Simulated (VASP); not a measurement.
# SiC (P6_3mc) in VASP: further runs

SiC is run at these levels: PBE; tasks: single point.

Program: VASP 6.6.1. These are calculated values, not measurements. Logs are shortened: lines on timing, memory, paths and dates and some standing lists are left out, and cuts for length are marked.

### Step 1. The cell of the first run

The structure is hexagonal, space group P6_3mc (No. 186). Conventional cell: a = 2.996 Å, b = 2.996 Å, c = 4.538 Å, α = 90.00°, β = 90.00°, γ = 120.00°. Si (site symmetry 3m) has 4 C at 1.78 to 1.80 Å within 2.4 Å. C (site symmetry 3m) has 4 Si at 1.78 to 1.80 Å within 2.4 Å.

### Step 2. Single point, PBE (volume 8.822 Å^3 an atom, c/a of the conventional cell 1.5145)

File INCAR:

```
SYSTEM = SiC
ALGO = Normal
EDIFF = 1E-6
ENCUT = 520
GGA = PE
ISIF = 2
ISMEAR = 0
LASPH = .TRUE.
LCHARG = .FALSE.
LREAL = .FALSE.
LWAVE = .FALSE.
NBANDS = 16
NELM = 80
PREC = Accurate
SIGMA = 0.05
```

File KPOINTS:

```
k-points
0
G
  12 12 6
  0 0 0
```

File POSCAR:

```
SiC
1.0
    2.9964638672      0.0000000000      0.0000000000
   -1.4982319336      2.5950138305      0.0000000000
    0.0000000000      0.0000000000      4.5381445269
Si C
2 2
Direct
    0.3333333333      0.6666666667     -0.0035543543
    0.6666666667      0.3333333333      0.4964456457
    0.3333333333      0.6666666667      0.3885543543
    0.6666666667      0.3333333333      0.8885543543
```

Potentials or basis: VASP PAW PBE potentials, release 64 (Si, C).

Started as:

```sh
$ cat potpaw_PBE.64/Si/POTCAR potpaw_PBE.64/C/POTCAR > POTCAR
$ mpirun -np 1 vasp_std > vasp.out
```

OUTCAR:

```text
SYSTEM = SiC
   EDIFF = 1E-6
   ENCUT = 520
   GGA = PE
   ISIF = 2
   ISMEAR = 0
   LASPH = .TRUE.
   LREAL = .FALSE.
   NELM = 80
   PREC = Accurate

 ion  position               nearest neighbor table
   1  0.333  0.667  0.996-   3 1.78   4 1.80   4 1.80   4 1.80   2 2.85   2 2.85   2 2.85   2 2.85
                             2 2.85   2 2.85
   2  0.667  0.333  0.496-   4 1.78   3 1.80   3 1.80   3 1.80   1 2.85   1 2.85   1 2.85   1 2.85
                             1 2.85   1 2.85
   3  0.333  0.667  0.389-   1 1.78   2 1.80   2 1.80   2 1.80
   4  0.667  0.333  0.889-   2 1.78   1 1.80   1 1.80   1 1.80

  LATTYP: Found a hexagonal cell.
 ALAT       =     2.9964638672
 C/A-ratio  =     1.5145000000

  Lattice vectors:

 A1 = (   2.9964638672,   0.0000000000,   0.0000000000)
 A2 = (  -1.4982319336,   2.5950138305,   0.0000000000)
 A3 = (   0.0000000000,   0.0000000000,   4.5381445269)

Analysis of symmetry for initial positions (statically):
=====================================================================
 Subroutine PRICEL returns:
 Original cell was already a primitive cell.

 Routine SETGRP: Setting up the symmetry group for a
 hexagonal supercell.

 Subroutine GETGRP returns: Found 12 space group operations
 (whereof  6 operations were pure point group operations)
 out of a pool of 24 trial point group operations.

The static configuration has the point symmetry C_3v.
 The point group associated with its full space group is C_6v.

Analysis of symmetry for dynamics (positions and initial velocities):
=====================================================================
 Subroutine PRICEL returns:
 Original cell was already a primitive cell.

 Routine SETGRP: Setting up the symmetry group for a
 hexagonal supercell.

 Subroutine GETGRP returns: Found 12 space group operations
 (whereof  6 operations were pure point group operations)
 out of a pool of 24 trial point group operations.

The dynamic configuration has the point symmetry C_3v.
 The point group associated with its full space group is C_6v.

 Subroutine INISYM returns: Found 12 space group operations
 (whereof  6 operations are pure point group operations),
 and found     1 'primitive' translations

----------------------------------------------------------------------------------------

                                     Primitive cell

  volume of cell :      35.2880

  direct lattice vectors                    reciprocal lattice vectors
     2.996463867  0.000000000  0.000000000     0.333726701  0.192677200  0.000000000
    -1.498231934  2.595013831  0.000000000     0.000000000  0.385354401  0.000000000
     0.000000000  0.000000000  4.538144527     0.000000000  0.000000000  0.220354375

  length of vectors
     2.996463867  2.996463867  4.538144527     0.385354401  0.385354401  0.220354375

  position of ions in fractional coordinates (direct lattice)
     0.333333333  0.666666667  0.996445646
     0.666666667  0.333333333  0.496445646
     0.333333333  0.666666667  0.388554354
     0.666666667  0.333333333  0.888554354

  ion indices of the primitive-cell ions
   primitive index   ion index
                 1           1
                 2           2
                 3           3
                 4           4

----------------------------------------------------------------------------------------

 KPOINTS: k-points

Automatic generation of k-mesh.
 Grid dimensions read from file:
 generate k-points for:   12   12    6

 Generating k-lattice:

  Cartesian coordinates                     Fractional coordinates (reciprocal lattice)
     0.027810558  0.016056433  0.000000000     0.083333333 -0.000000000  0.000000000
     0.000000000  0.032112867  0.000000000     0.000000000  0.083333333  0.000000000
     0.000000000  0.000000000  0.036725729     0.000000000  0.000000000  0.166666667

  Length of vectors
     0.032112867  0.032112867  0.036725729

  Shift w.r.t. Gamma in fractional coordinates (k-lattice)
     0.000000000  0.000000000  0.000000000

 Subroutine IBZKPT returns following result:
 ===========================================

 Found     76 irreducible k-points:

 Following reciprocal coordinates:
            Coordinates               Weight
  0.000000  0.000000  0.000000      1.000000
  0.083333  0.000000  0.000000      6.000000
  0.166667  0.000000  0.000000      6.000000
  0.250000  0.000000  0.000000      6.000000
  0.333333  0.000000  0.000000      6.000000
  0.416667  0.000000  0.000000      6.000000
[... 16 lines left out ...]
  0.250000  0.000000  0.166667     12.000000
  0.333333  0.000000  0.166667     12.000000
 [... further k-points ...]
   k-points           NKPTS =     76   k-points in BZ     NKDIM =     76   number of bands    NBANDS=     16
   number of dos      NEDOS =    301   number of ions     NIONS =      4
   total plane-waves  NPLWV =  20736
   dimension x,y,z NGX =    24 NGY =   24 NGZ =   36
   dimension x,y,z NGXF=    48 NGYF=   48 NGZF=   72
   ions per type =               2   2
   NGX,Y,Z   is equivalent  to a cutoff of  13.32, 13.32, 13.19 a.u.
   NGXF,Y,Z  is equivalent  to a cutoff of  26.63, 26.63, 26.38 a.u.
 SYSTEM =  SiC
   PREC   = accura    normal or accurate (medium, high low for compatibility)
   ISTART =      0    job   : 0-new  1-cont  2-samecut
   ICHARG =      2    charge: 1-file 2-atom 10-const
   ISPIN  =      1    spin polarized calculation?
   LNONCOLLINEAR =      F non collinear calculations
   LSORBIT =      F    spin-orbit coupling
   LASPH  =      T    aspherical Exc in radial PAW
   ENCUT  =  520.0 eV  38.22 Ry    6.18 a.u.   5.57  5.57  8.44*2*pi/ulx,y,z
   NELM   =     80;   NELMIN=  2; NELMDL= -5     # of ELM steps
   EDIFF  = 0.1E-05   stopping-criterion for ELM
   LREAL  =      F    real-space projection
   EDIFFG = 0.1E-04   stopping-criterion for IOM
   NSW    =      0    number of steps for IOM
   IBRION =     -1    ionic relax: 0-MD 1-quasi-New 2-CG
   NFREE  =      0    steps in history (QN), initial steepest desc. (CG)
   ISIF   =      2    stress and relaxation
   ISYM   =      2    0-nonsym 1-usesym 2-fastsym
   POTIM  = 0.5000    time-step for ionic-motion
   TEBEG  =    0.0;   TEEND  =   0.0 temperature during run
   PSTRESS=    0.0 pullay stress
   NELECT =      16.0000    total number of electrons
   NUPDOWN=      -1.0000    fix difference up-down
   EMIN   =  10.00;   EMAX   =-10.00  energy-range for DOS
   EFERMI =   0.00;   METHOD = LEGACY
   ISMEAR =     0;   SIGMA  =   0.05  broadening in eV -4-tet -1-fermi 0-gaus
   EFERMI_NEDOS =   21; number of points for ismear=-14 and -15
   IALGO  =     38    algorithm
   IMIX   =      4    mixing-type and parameters
     AMIX     =   0.40;   BMIX     =  1.00
     AMIX_MAG =   1.60;   BMIX_MAG =  1.00
  volume/ion in A,a.u.               =       8.82        59.53
  Fermi-wavevector in a.u.,A,eV,Ry     =   1.257687  2.376683 21.521368  1.581776
  Thomas-Fermi vector in A             =   2.391333
   LORBIT       =      0    0 simple, 1 ext, 2 COOP (PROOUT), +10 PAW based schemes
   GGA     = PE    functional components
   LHFCALC =     F    Hartree Fock is set to
   AEXX    =    0.0000 exact exchange contribution
   IVDW    =     0    specifies the selected vdW correction
   LEPSILON=     F    determine dielectric tensor
   LRPA    =     F    only Hartree local field effects (RPA)
 non-spin polarized calculation
 Gauss-broadening in eV      SIGMA  =   0.05
  energy-cutoff  :      520.00
  volume of cell :       35.29
 maximum number of plane-waves:      1000
 NGX is ok and might be reduce to    24
   NGX = 11   NGY = 11   NGZ = 17

 number of electron      16.0000000 magnetization

 Free energy of the ion-electron system (eV)
  ---------------------------------------------------
  ext. energy  EPLUGINS =         0.00000000
  ---------------------------------------------------
  free energy    TOTEN  =       -28.91865359 eV

  energy without entropy =      -28.91865359  energy(sigma->0) =      -28.91865359

 E-fermi :  11.1499     XC(G=0): -12.0522

 val. band max:       10.8735099470   @ k =   0.0000   0.0000   0.0000
 cond. band min:      12.5335375390   @ k =   0.5000   0.0000   0.0000
 fundamental gap:      1.6600275920
 Fermi energy:        11.1498912361

 k-point     1 :       0.0000    0.0000    0.0000
  band No.  band energies     occupation
      1      -6.7370      2.00000
      2      -1.8439      2.00000
      3       0.9115      2.00000
      4       8.1040      2.00000
      5       8.1040      2.00000
      6       9.9102      2.00000
[... 8 lines left out ...]
     15      20.5609      0.00000
     16      21.7476      0.00000

 k-point     2 :       0.0833    0.0000    0.0000
  band No.  band energies     occupation
      1      -6.6087      2.00000
      2      -1.7422      2.00000
      3       1.0349      2.00000
      4       7.4033      2.00000
      5       7.8732      2.00000
      6       9.5070      2.00000
[... 8 lines left out ...]
     15      20.3110      0.00000
     16      21.4515      0.00000

 k-point     3 :       0.1667    0.0000    0.0000
  band No.  band energies     occupation
      1      -6.2267      2.00000
      2      -1.4500      2.00000
      3       1.3994      2.00000
      4       5.8567      2.00000
      5       7.3572      2.00000
      6       8.4893      2.00000
[... 8 lines left out ...]
     15      20.4592      0.00000
     16      21.3078      0.00000

 k-point     4 :       0.2500    0.0000    0.0000
  band No.  band energies     occupation
      1      -5.6014      2.00000
      2      -1.0228      2.00000
      3       1.9793      2.00000
      4       4.1463      2.00000
      5       6.8037      2.00000
      6       7.1848      2.00000
[... 8 lines left out ...]
     15      21.1572      0.00000
     16      21.6584      0.00000

 k-point     5 :       0.3333    0.0000    0.0000
  band No.  band energies     occupation
      1      -4.7587      2.00000
      2      -0.6648      2.00000
      3       2.4275      2.00000
      4       3.0461      2.00000
      5       5.8222      2.00000
      6       6.3491      2.00000
[... 8 lines left out ...]
     15      22.5116      0.00000
     16      22.6194      0.00000

 k-point     6 :       0.4167    0.0000    0.0000
  band No.  band energies     occupation
      1      -3.7786      2.00000
      2      -0.9295      2.00000
      3       2.0875      2.00000
      4       3.7518      2.00000
      5       4.6004      2.00000
      6       6.0578      2.00000
[... 8 lines left out ...]
     15      23.3304      0.00000
     16      24.2223      0.00000
[... 267 lines left out ...]
 k-point    21 :       0.0833    0.0000    0.1667
  band No.  band energies     occupation
      1      -6.4362      2.00000
      2      -2.6156      2.00000
      3       2.1508      2.00000
      4       7.5276      2.00000
      5       7.9832      2.00000
      6       9.2348      2.00000
[... 8 lines left out ...]
     15      19.8298      0.00000
     16      22.1053      0.00000

 k-point    22 :       0.1667    0.0000    0.1667
  band No.  band energies     occupation
      1      -6.0553      2.00000
      2      -2.2869      2.00000
      3       2.4428      2.00000
      4       6.0320      2.00000
      5       7.4786      2.00000
      6       8.0887      2.00000
[... 8 lines left out ...]
     15      20.5707      0.00000
     16      21.8573      0.00000

 k-point    23 :       0.2500    0.0000    0.1667
  band No.  band energies     occupation
      1      -5.4324      2.00000
      2      -1.7770      2.00000
      3       2.7492      2.00000
      4       4.5131      2.00000
      5       6.6712      2.00000
      6       6.9337      2.00000
[... 8 lines left out ...]
     15      21.2142      0.00000
     16      22.6533      0.00000

 k-point    24 :       0.3333    0.0000    0.1667
  band No.  band energies     occupation
      1      -4.5939      2.00000
      2      -1.2095      2.00000
      3       2.1630      2.00000
      4       4.2107      2.00000
      5       5.2146      2.00000
      6       6.4843      2.00000
[... 8 lines left out ...]
     15      22.7405      0.00000
     16      23.7294      0.00000

 [... further k-points ...]
[... 5 lines left out ...]
  --------------------------------------------------------------------------------------
  -------------------------------------------------------------------------------------
  Total        8.1954884      8.1954884     17.0533375      0.0000000      0.0000000      0.0000000
  in kB      372.0988928    372.0988928    774.2708789      0.0000000      0.0000000      0.0000000
  external PRESSURE =     506.1562215 kB  Pullay stress =       0.0000000 kB

 VOLUME and BASIS-vectors are now :
 -----------------------------------------------------------------------------
  energy-cutoff  :      520.00
  volume of cell :       35.29
      direct lattice vectors                 reciprocal lattice vectors
     2.996463867  0.000000000  0.000000000     0.333726701  0.192677200  0.000000000
    -1.498231934  2.595013831  0.000000000     0.000000000  0.385354401  0.000000000
     0.000000000  0.000000000  4.538144527     0.000000000  0.000000000  0.220354375

 POSITION                                       TOTAL-FORCE (eV/Angst)
 -----------------------------------------------------------------------------------
     -0.00000      1.73001      4.52201        -0.000000     -0.000000      0.003330
      1.49823      0.86500      2.25294        -0.000000      0.000000      0.003330
     -0.00000      1.73001      1.76332         0.000000      0.000000     -0.003330
      1.49823      0.86500      4.03239        -0.000000      0.000000     -0.003330
 -----------------------------------------------------------------------------------
    total drift:                               -0.000000      0.000000      0.000733

  FREE ENERGIE OF THE ION-ELECTRON SYSTEM (eV)
  ---------------------------------------------------
  free  energy   TOTEN  =       -28.9186535867 eV

  energy  without entropy=      -28.9186535867  energy(sigma->0) =      -28.91865359
```

Run time: 16 s. Hardware: 1 thread of Intel Xeon 6975P-C (Granite Rapids), shared host; peak memory 0.16 GiB.

What came out:

```
Free energy            : -28.9187 eV
Pressure               : 50.6 GPa
Largest force          : 0.003 eV/Å
Band gap on the k mesh : 1.66 eV, indirect (least direct gap 3.60 eV)
```

Forces in eV/Å, atoms in the order of the input:
```
Si   0.000  0.000  0.003
Si   0.000  0.000  0.003
C    0.000  0.000 -0.003
C    0.000  0.000 -0.003
```

[end of part 1 of 2]
